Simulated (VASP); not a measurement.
# Si (a cell with a defect) in VASP: notebook, part 2 of 2

VASP 6.6.1. The steps go on from the part before.

**3. Single point, PBE**

Contents of INCAR:

```
ALGO     = Normal         # electronic algorithm
EDIFF    = 1E-7           # SCF threshold, eV
ENCUT    = 520            # plane-wave cutoff, eV
GGA      = PE             # functional
ISIF     = 2              # what is computed and relaxed
ISMEAR   = 0              # smearing method
LASPH    = T              # aspherical terms in the spheres
LCHARG   = F              # write CHGCAR
LREAL    = Auto         
LWAVE    = F              # write WAVECAR
NBANDS   = 48             # bands
NELM     = 60             # most SCF steps
PREC     = Accurate       # precision mode
SIGMA    = 0.02           # smearing width, eV
```

Contents of KPOINTS:

```
k-points
0
Gamma
  2 2 2
```

Contents of POSCAR:

```
Si
1.0
    0.0000000000      5.4300000000      5.4300000000
    5.4300000000      0.0000000000      5.4300000000
    5.4300000000      5.4300000000      0.0000000000
Si
17
Direct
    0.0007092350     -0.0012383198     -0.0000091801
    0.1226387673      0.1278129328      0.1212916782
   -0.0049217374      0.0012277198      0.5014912341
    0.1225051538      0.1276054508      0.6277851855
    0.0007667739      0.5000558547      0.0002937841
    0.1250189631      0.6249113463      0.1250305047
    0.0007263101      0.4998069355      0.4988844728
    0.1226499101      0.6210140264      0.6280410535
    0.5027998081      0.0019062827     -0.0072685946
    0.6283954850      0.1278612165      0.1213977921
    0.5026428577      0.0014766197      0.5017065464
    0.6264555800      0.1239160906      0.6240844366
    0.4988497242      0.5001197581      0.0003422215
    0.6284653008      0.6214219132      0.1217108609
    0.5027641404      0.4925675713      0.5021167024
    0.6284114279      0.6211373504      0.6280776477
    0.3764846802      0.8739157211      0.3740584142
```

Potentials or basis: VASP PAW PBE potentials, release 64 (Si).

Started as:

```console
> cat potpaw_PBE.64/Si/POTCAR > POTCAR
> mpirun -np 1 vasp_std > vasp.out
```

Run time: 4 min. Hardware: 1 thread of Intel Xeon Platinum 8375C at 2.90GHz (Ice Lake), shared host; peak memory 0.45 GiB.

Results (log left out):

- Free energy: -87.9899 eV
- Pressure: 5.3 GPa
- Largest force: 0.027 eV/Å
- Band gap on the k mesh: zero (band 34 reaches 6.93 eV, above the bottom of band 35 at 6.68 eV)

Forces on the atoms (eV/Å):
```
Si  -0.011  0.015 -0.017
Si   0.002  0.020 -0.006
Si   0.005 -0.006 -0.007
Si  -0.027  0.001  0.000
Si   0.013  0.012  0.013
Si  -0.004  0.001  0.000
Si  -0.010 -0.016  0.015
Si   0.003 -0.008  0.020
Si  -0.007  0.003 -0.002
Si   0.002  0.007 -0.017
Si   0.001  0.005  0.003
Si   0.003 -0.001 -0.001
Si   0.011 -0.012 -0.012
Si   0.016 -0.001  0.003
Si  -0.007 -0.001  0.001
Si   0.003 -0.017  0.009
Si   0.005 -0.002 -0.002
```

Levels at points of the mesh, in eV from the Fermi level:
```
           k point  band 31  band 32  band 33  band 34  band 35  band 36  band 37  band 38
(0.00, 0.00, 0.00)    -0.83    -0.83    -0.83    -0.25    -0.24    -0.24     0.08     0.08
(0.50, 0.00, 0.00)    -1.58    -1.44    -1.44    -0.36     0.52     0.53     0.89     0.89
(0.00, 0.50, 0.00)    -1.58    -1.44    -1.44    -0.35     0.53     0.53     0.88     0.89
(0.00, 0.00, 0.50)    -1.58    -1.44    -1.44    -0.35     0.53     0.53     0.89     0.89
(0.50, 0.50, 0.50)    -1.58    -1.44    -1.44    -0.36     0.52     0.53     0.89     0.89
(0.50, 0.50, 0.00)    -2.03    -1.90    -1.00     0.01     0.71     1.01     1.02     1.14
(0.00, 0.50, 0.50)    -2.03    -1.90    -1.00     0.01     0.71     1.01     1.02     1.14
(0.50, 0.00, 0.50)    -2.03    -1.90    -1.00     0.01     0.71     1.01     1.02     1.14
```

Caveat: the k points lie up to 0.50 Å⁻¹ apart.

**4. Single point, PBE**

Contents of INCAR:

```
PREC = Accurate ; ENCUT = 520
EDIFF = 1E-6 ; ISMEAR = 0
SIGMA = 0.02 ; LREAL = Auto
LASPH = True ; NELM = 60
ALGO = Normal ; ISIF = 2
LWAVE = False ; LCHARG = False
GGA = PE ; NBANDS = 48
```

Contents of KPOINTS:

```
Automatic mesh
0
Gamma
  2 2 2
```

Contents of POSCAR:

```
Si
1.0
    0.0000000000      5.4300000000      5.4300000000
    5.4300000000      0.0000000000      5.4300000000
    5.4300000000      5.4300000000      0.0000000000
Si
17
Direct
    0.0038513812      0.0035891344     -0.0037515654
    0.1252941989      0.1246837017      0.1261848066
    0.0003452118      0.0000553407      0.4997761510
    0.1253025783      0.1247624309      0.6237292818
    0.0034531308      0.4970487109     -0.0032988029
    0.1317362799      0.6233467772      0.1223672192
    0.0034094843      0.4971315838      0.5026100368
    0.1251657459      0.6263581952      0.6241436464
    0.4975403315      0.0029902394     -0.0031482505
    0.6236367403      0.1316063536      0.1223328729
    0.4975451197      0.0030163904      0.5025119705
    0.6265804788      0.1247141805      0.6242911602
    0.5003329650      0.5002265193     -0.0003865562
    0.6232877532      0.6228455801      0.1226560773
    0.4973849908      0.4970573665      0.5027157459
    0.6232793738      0.6229138122      0.6309985267
    0.7506018416      0.7502263352      0.2494686924
```

Started as:

```console
> cat potpaw_PBE.64/Si/POTCAR > POTCAR
> mpirun -np 1 vasp_std > vasp.out
```

Wall time 4.4 min (1 thread of Intel Xeon Platinum 8375C at 2.90GHz (Ice Lake), shared host); peak memory 0.45 GiB.

It converged, with:

- Free energy: -87.9900 eV
- Pressure: 5.3 GPa
- Largest force: 0.020 eV/Å
- Band gap on the k mesh: zero (band 34 reaches 6.93 eV, above the bottom of band 35 at 6.67 eV)

Forces in eV/Å, atoms in the order of the input:
```
Si  -0.004  0.000 -0.011
Si  -0.002 -0.014 -0.011
Si   0.002 -0.001 -0.004
Si   0.014  0.003 -0.014
Si   0.005 -0.002  0.012
Si  -0.005  0.006  0.005
Si  -0.001 -0.005  0.011
Si   0.011 -0.007 -0.015
Si  -0.008  0.004  0.014
Si   0.002 -0.002  0.002
Si  -0.005  0.006  0.013
Si  -0.005  0.009 -0.006
Si   0.000  0.001 -0.002
Si  -0.002 -0.001  0.000
Si  -0.006  0.003  0.011
Si   0.002  0.002  0.000
Si   0.004 -0.003 -0.006
```

Levels at points of the mesh, in eV from the Fermi level:
```tsv
k point	band 32	band 33	band 34	band 35	band 36	band 37
(0.00, 0.00, 0.00)	-0.83	-0.83	-0.25	-0.25	-0.24	0.07
(0.50, 0.00, 0.00)	-1.44	-1.44	-0.35	0.53	0.53	0.89
(0.00, 0.50, 0.00)	-1.44	-1.44	-0.35	0.53	0.53	0.88
(0.00, 0.00, 0.50)	-1.44	-1.44	-0.35	0.53	0.53	0.89
(0.50, 0.50, 0.50)	-1.44	-1.44	-0.35	0.53	0.53	0.89
(0.50, 0.50, 0.00)	-1.90	-1.00	0.01	0.71	1.02	1.02
(0.00, 0.50, 0.50)	-1.90	-1.00	0.01	0.71	1.01	1.02
(0.50, 0.00, 0.50)	-1.90	-1.00	0.01	0.71	1.01	1.02
```

Caveat: the k points lie up to 0.50 Å⁻¹ apart.

**5. Single point, PBE**

Contents of INCAR:

```
SYSTEM = Si
  PREC = Accurate
  ENCUT = 520
  EDIFF = 1E-6
  ISMEAR = 0
  SIGMA = 0.02
  LREAL = Auto
  LASPH = .TRUE.
  NELM = 80
  ALGO = Normal
  ISIF = 2
  LWAVE = .FALSE.
  LCHARG = .TRUE.
  GGA = PE
  LELF = .TRUE.
  LVHAR = .TRUE.
  NBANDS = 48
```

Contents of KPOINTS:

```
Automatic mesh
0
G
  2 2 2
  0 0 0
```

Contents of POSCAR:

```
Si
1.0
    0.0000000000      5.4300000000      5.4300000000
    5.4300000000      0.0000000000      5.4300000000
    5.4300000000      5.4300000000      0.0000000000
Si
17
Direct
    0.0007092081     -0.0012383057     -0.0000092081
    0.1226387661      0.1278129834      0.1212916206
   -0.0049218232      0.0012277164      0.5014912523
    0.1225052486      0.1276054328      0.6277851750
    0.0007668508      0.5000558011      0.0002937385
    0.1250190608      0.6249113260      0.1250304788
    0.0007264273      0.4998069061      0.4988844383
    0.1226499079      0.6210139963      0.6280410681
    0.5027998158      0.0019062615     -0.0072685083
    0.6283954880      0.1278612339      0.1213976980
    0.5026428177      0.0014767035      0.5017065378
    0.6264555249      0.1239161142      0.6240844383
    0.4988496317      0.5001197974      0.0003422652
    0.6284653775      0.6214219153      0.1217108656
    0.5027640884      0.4925675875      0.5021167587
    0.6284115101      0.6211372928      0.6280776243
    0.3764846225      0.8739157459      0.3740584715
```

Started as:

```console
> cat potpaw_PBE.64/Si/POTCAR > POTCAR
> mpirun -np 1 vasp_std > vasp.out
```

Run time: 5.7 min. Hardware: 1 thread of Intel Xeon Platinum 8375C at 2.90GHz (Ice Lake), shared host; peak memory 0.46 GiB.

Results (log left out):

| Quantity | Value |
| --- | --- |
| Free energy | -87.9899 eV |
| Pressure | 5.3 GPa |
| Largest force | 0.027 eV/Å |
| Band gap on the k mesh | zero (band 34 reaches 6.93 eV, above the bottom of band 35 at 6.68 eV) |

Forces on the atoms (eV/Å):
```
Si  -0.011  0.015 -0.017
Si   0.002  0.020 -0.006
Si   0.005 -0.006 -0.007
Si  -0.027  0.001  0.000
Si   0.013  0.012  0.013
Si  -0.004  0.001  0.000
Si  -0.010 -0.016  0.015
Si   0.003 -0.008  0.020
Si  -0.007  0.003 -0.002
Si   0.002  0.007 -0.017
Si   0.001  0.005  0.003
Si   0.003 -0.001 -0.001
Si   0.011 -0.012 -0.012
Si   0.016 -0.001  0.003
Si  -0.007 -0.001  0.001
Si   0.003 -0.017  0.009
Si   0.005 -0.002 -0.002
```

Levels at points of the mesh, in eV from the Fermi level:
| k point | band 32 | band 33 | band 34 | band 35 | band 36 | band 37 |
| --- | --- | --- | --- | --- | --- | --- |
| (0.00, 0.00, 0.00) | -0.83 | -0.83 | -0.25 | -0.24 | -0.24 | 0.08 |
| (0.50, 0.00, 0.00) | -1.44 | -1.44 | -0.36 | 0.52 | 0.53 | 0.89 |
| (0.00, 0.50, 0.00) | -1.44 | -1.44 | -0.35 | 0.53 | 0.53 | 0.88 |
| (0.00, 0.00, 0.50) | -1.44 | -1.44 | -0.35 | 0.53 | 0.53 | 0.89 |
| (0.50, 0.50, 0.50) | -1.44 | -1.44 | -0.36 | 0.52 | 0.53 | 0.89 |
| (0.50, 0.50, 0.00) | -1.90 | -1.00 | 0.01 | 0.71 | 1.01 | 1.02 |
| (0.00, 0.50, 0.50) | -1.90 | -1.00 | 0.01 | 0.71 | 1.01 | 1.02 |
| (0.50, 0.00, 0.50) | -1.90 | -1.00 | 0.01 | 0.71 | 1.01 | 1.02 |

Caveat: the k points lie up to 0.50 Å⁻¹ apart.
